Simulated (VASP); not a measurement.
# PbO (P6_3/mmc) in VASP: single point with PBEsol

Aim: the single point of PbO with PBEsol.

Program: VASP 6.6.1. These are calculated values, not measurements. Logs are shortened: lines on timing, memory, paths and dates and some standing lists are left out, and cuts for length are marked.

## 1. The cell of the first run

The structure is hexagonal, space group P6_3/mmc (No. 194). The conventional cell has a = 4.260 Å, b = 4.260 Å, c = 5.277 Å, α = 90.00°, β = 90.00°, γ = 120.00°. Within 3.2 Å of Pb (site symmetry -6m2) lie 5 O at 2.46 to 2.64 Å. Within 3.2 Å of O (site symmetry -6m2) lie 5 Pb at 2.46 to 2.64 Å.

## 2. Single point, PBEsol

File INCAR:

```
SYSTEM = PbO
PREC     = Accurate       ! precision mode
ENCUT    = 520            ! plane-wave cutoff, eV
EDIFF    = 1E-7           ! SCF threshold, eV
ISMEAR   = 0              ! smearing method
SIGMA    = 0.2            ! smearing width, eV
LREAL    = .False.        ! projectors in reciprocal space
LASPH    = .True.         ! aspherical terms in the spheres
NELM     = 100            ! most SCF steps
ALGO     = Normal         ! electronic algorithm
ISIF     = 2              ! what is computed and relaxed
LWAVE    = .False.        ! write WAVECAR
LCHARG   = .False.        ! write CHGCAR
GGA      = PS             ! functional
NBANDS   = 28             ! bands
```

File KPOINTS:

```
regular mesh
0
Gamma
  6 6 4
  0 0 0
```

File POSCAR:

```
PbO
1.0
    4.2603255194      0.0000000000      0.0000000000
   -2.1301627597      3.6895501282      0.0000000000
    0.0000000000      0.0000000000      5.2767566803
Pb O
2 2
Direct
    0.3333333333      0.6666666667      0.2500000000
    0.6666666667      0.3333333333      0.7500000000
    0.6666666667      0.3333333333      0.2500000000
    0.3333333333      0.6666666667      0.7500000000
```

Potentials or basis: VASP PAW PBE potentials, release 64 (Pb_d, O).

Command:

```bash
$ cat potpaw_PBE.64/Pb_d/POTCAR potpaw_PBE.64/O/POTCAR > POTCAR
$ mpirun -np 1 vasp_std > vasp.out
```

OUTCAR:

```text
SYSTEM = PbO
   PREC = Accurate
   ENCUT = 520
   EDIFF = 1E-7
   ISMEAR = 0
   LREAL = .False.
   LASPH = .True.
   NELM = 100
   ISIF = 2
   GGA = PS

 ion  position               nearest neighbor table
   1  0.333  0.667  0.250-   3 2.46   3 2.46   3 2.46   4 2.64   4 2.64   2 3.61   2 3.61   2 3.61
                             2 3.61   2 3.61   2 3.61
   2  0.667  0.333  0.750-   4 2.46   4 2.46   4 2.46   3 2.64   3 2.64   1 3.61   1 3.61   1 3.61
                             1 3.61   1 3.61   1 3.61
   3  0.667  0.333  0.250-   1 2.46   1 2.46   1 2.46   2 2.64   2 2.64
   4  0.333  0.667  0.750-   2 2.46   2 2.46   2 2.46   1 2.64   1 2.64

  LATTYP: Found a hexagonal cell.
 ALAT       =     4.2603255194
 C/A-ratio  =     1.2385806334

  Lattice vectors:

 A1 = (   4.2603255194,   0.0000000000,   0.0000000000)
 A2 = (  -2.1301627597,   3.6895501282,   0.0000000000)
 A3 = (   0.0000000000,   0.0000000000,   5.2767566803)

Analysis of symmetry for initial positions (statically):
=====================================================================
 Subroutine PRICEL returns:
 Original cell was already a primitive cell.

 Routine SETGRP: Setting up the symmetry group for a
 hexagonal supercell.

 Subroutine GETGRP returns: Found 24 space group operations
 (whereof 12 operations were pure point group operations)
 out of a pool of 24 trial point group operations.

The static configuration has the point symmetry D_3d.
 The point group associated with its full space group is D_6h.

Analysis of symmetry for dynamics (positions and initial velocities):
=====================================================================
 Subroutine PRICEL returns:
 Original cell was already a primitive cell.

 Routine SETGRP: Setting up the symmetry group for a
 hexagonal supercell.

 Subroutine GETGRP returns: Found 24 space group operations
 (whereof 12 operations were pure point group operations)
 out of a pool of 24 trial point group operations.

The dynamic configuration has the point symmetry D_3d.
 The point group associated with its full space group is D_6h.

 Subroutine INISYM returns: Found 24 space group operations
 (whereof 12 operations are pure point group operations),
 and found     1 'primitive' translations

----------------------------------------------------------------------------------------

                                     Primitive cell

  volume of cell :      82.9437

  direct lattice vectors                    reciprocal lattice vectors
     4.260325519  0.000000000  0.000000000     0.234723848  0.135517877  0.000000000
    -2.130162760  3.689550128  0.000000000     0.000000000  0.271035754  0.000000000
     0.000000000  0.000000000  5.276756680     0.000000000  0.000000000  0.189510349

  length of vectors
     4.260325519  4.260325519  5.276756680     0.271035754  0.271035754  0.189510349

  position of ions in fractional coordinates (direct lattice)
     0.333333333  0.666666667  0.250000000
     0.666666667  0.333333333  0.750000000
     0.666666667  0.333333333  0.250000000
     0.333333333  0.666666667  0.750000000

  ion indices of the primitive-cell ions
   primitive index   ion index
                 1           1
                 2           2
                 3           3
                 4           4

----------------------------------------------------------------------------------------

 KPOINTS: regular mesh

Automatic generation of k-mesh.
 Grid dimensions read from file:
 generate k-points for:    6    6    4

 Generating k-lattice:

  Cartesian coordinates                     Fractional coordinates (reciprocal lattice)
     0.039120641  0.022586313  0.000000000     0.166666667  0.000000000  0.000000000
     0.000000000  0.045172626  0.000000000     0.000000000  0.166666667  0.000000000
     0.000000000  0.000000000  0.047377587     0.000000000  0.000000000  0.250000000

  Length of vectors
     0.045172626  0.045172626  0.047377587

  Shift w.r.t. Gamma in fractional coordinates (k-lattice)
     0.000000000  0.000000000  0.000000000

 Subroutine IBZKPT returns following result:
 ===========================================

 Found     21 irreducible k-points:

 Following reciprocal coordinates:
            Coordinates               Weight
  0.000000  0.000000  0.000000      1.000000
  0.166667  0.000000  0.000000      6.000000
  0.333333 -0.000000  0.000000      6.000000
  0.500000  0.000000  0.000000      3.000000
  0.166667  0.166667  0.000000      6.000000
  0.333333  0.166667  0.000000     12.000000
[... 13 lines left out ...]
  0.333333  0.166667  0.500000     12.000000
  0.333333  0.333333  0.500000      2.000000
   k-points           NKPTS =     21   k-points in BZ     NKDIM =     21   number of bands    NBANDS=     28
   number of dos      NEDOS =    301   number of ions     NIONS =      4
   total plane-waves  NPLWV =  40960
   dimension x,y,z NGX =    32 NGY =   32 NGZ =   40
   dimension x,y,z NGXF=    64 NGYF=   64 NGZF=   80
   ions per type =               2   2
   NGX,Y,Z   is equivalent  to a cutoff of  12.49, 12.49, 12.60 a.u.
   NGXF,Y,Z  is equivalent  to a cutoff of  24.97, 24.97, 25.20 a.u.
 SYSTEM =  PbO
   PREC   = accura    normal or accurate (medium, high low for compatibility)
   ISTART =      0    job   : 0-new  1-cont  2-samecut
   ICHARG =      2    charge: 1-file 2-atom 10-const
   ISPIN  =      1    spin polarized calculation?
   LNONCOLLINEAR =      F non collinear calculations
   LSORBIT =      F    spin-orbit coupling
   LASPH  =      T    aspherical Exc in radial PAW
   ENCUT  =  520.0 eV  38.22 Ry    6.18 a.u.   7.92  7.92  9.81*2*pi/ulx,y,z
   NELM   =    100;   NELMIN=  2; NELMDL= -5     # of ELM steps
   EDIFF  = 0.1E-06   stopping-criterion for ELM
   LREAL  =      F    real-space projection
   EDIFFG = 0.1E-05   stopping-criterion for IOM
   NSW    =      0    number of steps for IOM
   IBRION =     -1    ionic relax: 0-MD 1-quasi-New 2-CG
   NFREE  =      0    steps in history (QN), initial steepest desc. (CG)
   ISIF   =      2    stress and relaxation
   ISYM   =      2    0-nonsym 1-usesym 2-fastsym
   POTIM  = 0.5000    time-step for ionic-motion
   TEBEG  =    0.0;   TEEND  =   0.0 temperature during run
   PSTRESS=    0.0 pullay stress
   NELECT =      40.0000    total number of electrons
   NUPDOWN=      -1.0000    fix difference up-down
   EMIN   =  10.00;   EMAX   =-10.00  energy-range for DOS
   EFERMI =   0.00;   METHOD = LEGACY
   ISMEAR =     0;   SIGMA  =   0.20  broadening in eV -4-tet -1-fermi 0-gaus
   EFERMI_NEDOS =   21; number of points for ismear=-14 and -15
   IALGO  =     38    algorithm
   IMIX   =      4    mixing-type and parameters
     AMIX     =   0.40;   BMIX     =  1.00
     AMIX_MAG =   1.60;   BMIX_MAG =  1.00
  volume/ion in A,a.u.               =      20.74       139.93
  Fermi-wavevector in a.u.,A,eV,Ry     =   1.283809  2.426047 22.424653  1.648165
  Thomas-Fermi vector in A             =   2.416040
   LORBIT       =      0    0 simple, 1 ext, 2 COOP (PROOUT), +10 PAW based schemes
   GGA     = PS    functional components
   LHFCALC =     F    Hartree Fock is set to
   AEXX    =    0.0000 exact exchange contribution
   IVDW    =     0    specifies the selected vdW correction
   LEPSILON=     F    determine dielectric tensor
   LRPA    =     F    only Hartree local field effects (RPA)
 non-spin polarized calculation
 Gauss-broadening in eV      SIGMA  =   0.20
  energy-cutoff  :      520.00
  volume of cell :       82.94
 maximum number of plane-waves:      2250
 NGX is ok and might be reduce to    32
   NGX = 15   NGY = 15   NGZ = 19

 number of electron      39.9999999 magnetization

 Free energy of the ion-electron system (eV)
  ---------------------------------------------------
  ext. energy  EPLUGINS =         0.00000000
  ---------------------------------------------------
  free energy    TOTEN  =       -22.06905866 eV

  energy without entropy =      -22.06905785  energy(sigma->0) =      -22.06905825

 E-fermi :   5.7374     XC(G=0):  -9.8674

 val. band max:        5.1380265792   @ k =   0.3333   0.3333   0.5000
 cond. band min:       6.3449702899   @ k =   0.3333   0.3333   0.5000
 fundamental gap:      1.2069437107
 Fermi energy:         5.7373951036

 k-point     1 :       0.0000    0.0000    0.0000
  band No.  band energies     occupation
      1     -12.8340      2.00000
      2     -12.6605      2.00000
      3     -11.3248      2.00000
      4     -11.3248      2.00000
      5     -11.2695      2.00000
      6     -11.2695      2.00000
[... 20 lines left out ...]
     27      13.1932      0.00000
     28      15.1374      0.00000

 k-point     2 :       0.1667    0.0000    0.0000
  band No.  band energies     occupation
      1     -12.8154      2.00000
      2     -12.6589      2.00000
      3     -11.3346      2.00000
      4     -11.3247      2.00000
      5     -11.2595      2.00000
      6     -11.2491      2.00000
[... 20 lines left out ...]
     27      13.5996      0.00000
     28      14.8653      0.00000

 k-point     3 :       0.3333   -0.0000    0.0000
  band No.  band energies     occupation
      1     -12.7761      2.00000
      2     -12.6702      2.00000
      3     -11.3521      2.00000
      4     -11.3247      2.00000
      5     -11.2341      2.00000
      6     -11.2121      2.00000
[... 20 lines left out ...]
     27      13.8761      0.00000
     28      14.4316      0.00000

 k-point     4 :       0.5000    0.0000    0.0000
  band No.  band energies     occupation
      1     -12.7511      2.00000
      2     -12.6867      2.00000
      3     -11.3602      2.00000
      4     -11.3247      2.00000
      5     -11.2205      2.00000
      6     -11.2006      2.00000
[... 485 lines left out ...]
     27      14.5080      0.00000
     28      14.5080      0.00000

 k-point    20 :       0.3333    0.1667    0.5000
  band No.  band energies     occupation
      1     -12.5351      2.00000
      2     -12.5351      2.00000
      3     -11.3173      2.00000
      4     -11.3173      2.00000
      5     -11.2730      2.00000
      6     -11.2730      2.00000
[... 20 lines left out ...]
     27      15.0783      0.00000
     28      15.0783      0.00000

 k-point    21 :       0.3333    0.3333    0.5000
  band No.  band energies     occupation
      1     -12.5294      2.00000
      2     -12.5294      2.00000
      3     -11.3253      2.00000
      4     -11.3253      2.00000
      5     -11.2654      2.00000
      6     -11.2654      2.00000
[... 20 lines left out ...]
     27      15.6886      0.00000
     28      15.6886      0.00000

------------------------ aborting loop because EDIFF is reached ----------------------------------------

  FORCE on cell =-STRESS in cart. coord.  units (eV):
  Direction    XX          YY          ZZ          XY          YZ          ZX
  --------------------------------------------------------------------------------------
  -------------------------------------------------------------------------------------
  Total       -0.6345462     -0.6345462     -0.7101380      0.0000000      0.0000000      0.0000000
  in kB      -12.2571797    -12.2571797    -13.7173451      0.0000000      0.0000000      0.0000000
  external PRESSURE =     -12.7439015 kB  Pullay stress =       0.0000000 kB

 VOLUME and BASIS-vectors are now :
 -----------------------------------------------------------------------------
  energy-cutoff  :      520.00
  volume of cell :       82.94
      direct lattice vectors                 reciprocal lattice vectors
     4.260325519  0.000000000  0.000000000     0.234723848  0.135517877  0.000000000
    -2.130162760  3.689550128  0.000000000     0.000000000  0.271035754  0.000000000
     0.000000000  0.000000000  5.276756680     0.000000000  0.000000000  0.189510349

 POSITION                                       TOTAL-FORCE (eV/Angst)
 -----------------------------------------------------------------------------------
     -0.00000      2.45970      1.31919        -0.000000      0.000000      0.000000
      2.13016      1.22985      3.95757         0.000000     -0.000000      0.000000
      2.13016      1.22985      1.31919        -0.000000      0.000000      0.000000
     -0.00000      2.45970      3.95757         0.000000     -0.000000      0.000000
 -----------------------------------------------------------------------------------
    total drift:                                0.000000     -0.000000      0.000000

  FREE ENERGIE OF THE ION-ELECTRON SYSTEM (eV)
  ---------------------------------------------------
  free  energy   TOTEN  =       -22.0690586553 eV

  energy  without entropy=      -22.0690578491  energy(sigma->0) =      -22.06905825
```

Run time: 37 s. Hardware: 1 thread of Intel Xeon 6975P-C, shared host; peak memory 0.21 GiB.

Results:

```
Free energy            : -22.0691 eV
Pressure               : -1.3 GPa
Band gap on the k mesh : 1.21 eV, direct
```

Stress tensor (GPa, compression positive):
```
-1.23  0.00  0.00
 0.00 -1.23  0.00
 0.00  0.00 -1.37
```

Levels at points of the mesh, in eV from the valence-band top:
```
           k point  band 18  band 19  band 20  band 21  band 22  band 23
(0.00, 0.00, 0.00)    -2.55    -2.55    -2.55     3.82     4.09     4.09
(0.50, 0.00, 0.00)    -2.98    -1.82    -1.32     1.77     3.90     4.42
(0.00, 0.00, 0.50)    -2.92    -1.51    -1.51     3.16     3.16     4.05
(0.50, 0.00, 0.50)    -2.65    -0.73    -0.73     1.33     1.33     4.14
```

Caveat: the PAW data sets were made with another functional, which shifts forces and pressure a little; spin-orbit coupling is left out, which moves the levels of the heavy elements. A k mesh can miss the band edges.
